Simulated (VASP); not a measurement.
A run of VASP 6.6.1:

The input INCAR:

```
SYSTEM = BeS
PREC = Accurate ; ENCUT = 520
EDIFF = 1E-6 ; ISMEAR = 0
SIGMA = 0.01 ; LREAL = .FALSE.
LASPH = .TRUE. ; NELM = 80
ALGO = Normal ; ISIF = 2
LWAVE = .FALSE. ; LCHARG = .FALSE.
GGA = PE ; NBANDS = 16
```

Contents of KPOINTS:

```
regular mesh
0
G
  6 6 2
  0 0 0
```

File POSCAR:

```
BeS
1.0
    3.3543478033      0.0000000000      0.0000000000
   -1.6771739016      2.9049504108      0.0000000000
    0.0000000000      0.0000000000      5.3413886086
Be S
2 2
Direct
    0.0000000000      0.0000000000      0.0000000000
    0.0000000000      0.0000000000      0.5000000000
    0.3333333333      0.6666666667      0.2500000000
    0.6666666667      0.3333333333      0.7500000000
```

Potentials or basis: VASP PAW PBE potentials, release 64 (Be, S).

The run is started by

```bash
$ cat potpaw_PBE.64/Be/POTCAR potpaw_PBE.64/S/POTCAR > POTCAR
$ mpirun -np 1 vasp_std > vasp.out
```

Hardware: 1 thread of Intel Xeon 6975P-C (shared host).

Q: Estimate the wall time of this run.

A: Run time: 15 s on 1 thread of Intel Xeon 6975P-C, with other jobs on the host, peak memory 0.17 GiB. Counts: scf iterations 12, k points 14.
